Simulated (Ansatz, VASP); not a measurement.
## Two plane-wave programs on PbO2

```xyz
9
Lattice="-2.9580 2.9580 4.2231 2.9580 -2.9580 4.2231 2.9580 2.9580 -4.2231" Properties=species:S:1:pos:R:3 pbc="T T T"
Pb    0.0000    0.0000    0.0000
Pb    2.9580    0.0000    2.1116
Pb    0.0000    2.9580    2.1116
O     0.9765   -0.9765    6.7675
O     0.9765    0.9765    1.6787
O     0.0000    2.9580    0.0000
O    -0.9765    0.9765    6.7675
O     1.9815    1.9815   -2.5444
O     2.9580    0.0000    0.0000
```

Alike in both runs: functional PBE; k mesh 10 × 10 × 10; occupations gaussian, width 0.1 eV; no spin polarisation.

Ansatz relaxed the structure, and its values are those at the end. VASP's run is a single point on that final structure, the one shown.

```csv
,VASP,Ansatz
version,VASP 6.6.1,Ansatz 0.2.0
potentials or method,"VASP PAW PBE potentials, release 64 (Pb_d, O), cutoff 600 eV","scalar-relativistic, plane waves, PAW"
valence electrons in the cell,78,78
```

VASP gave:

* gap on the k mesh at the Fermi level (eV): none
* pressure (GPa): 0.1
* rms of the force components (eV/Å): 0.003

Problem. Estimate Ansatz's values.

Solution. gap on the k mesh at the Fermi level (eV): none; pressure (GPa): 0.0; rms of the force components (eV/Å): 0.005.

A gap of «none» marks a metal or a gap that the smearing closes. With one functional, cell and mesh, what is left measures potentials, basis and numerics.

Neither program's run includes spin-orbit coupling.
